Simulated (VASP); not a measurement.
Here is a VASP 6.6.1 calculation.

Contents of INCAR:

```
SYSTEM = BeTe
ALGO     = Normal         ! electronic algorithm
EDIFF    = 1E-6           ! SCF threshold, eV
ENCUT    = 600            ! plane-wave cutoff, eV
GGA      = PE             ! functional
GGA_COMPAT= .FALSE.      
ISIF     = 2              ! what is computed and relaxed
ISMEAR   = 1              ! smearing method
LASPH    = .TRUE.         ! aspherical terms in the spheres
LCHARG   = .TRUE.         ! write CHGCAR
LELF     = .TRUE.         ! ELF
LREAL    = .FALSE.        ! projectors in reciprocal space
LVHAR    = .TRUE.       
LWAVE    = .FALSE.        ! write WAVECAR
NBANDS   = 11             ! bands
NELM     = 120            ! most SCF steps
PREC     = Accurate       ! precision mode
SIGMA    = 0.2            ! smearing width, eV
```

Contents of KPOINTS:

```
k-points
0
G
  6 6 6
  0 0 0
```

Contents of POSCAR:

```
BeTe
1.0
    0.0000000000      2.6832298771      2.6832298771
    2.6832298771      0.0000000000      2.6832298771
    2.6832298771      2.6832298771      0.0000000000
Be Te
1 1
Direct
    0.0000000000      0.0000000000      0.0000000000
    0.5000000000      0.5000000000      0.5000000000
```

Potentials or basis: VASP PAW PBE potentials, release 64 (Be, Te).

Command:

```sh
$ cat potpaw_PBE.64/Be/POTCAR potpaw_PBE.64/Te/POTCAR > POTCAR
$ mpirun -np 1 vasp_std > vasp.out
```

Q: Predict the band gap on the k mesh.

A: Zero (band 4 reaches 7.49 eV, above the bottom of band 5 at 6.28 eV).

Q: Estimate the pressure.

A: -0.3 GPa.

Caveat: spin-orbit coupling is left out, which moves the levels of the heavy elements.
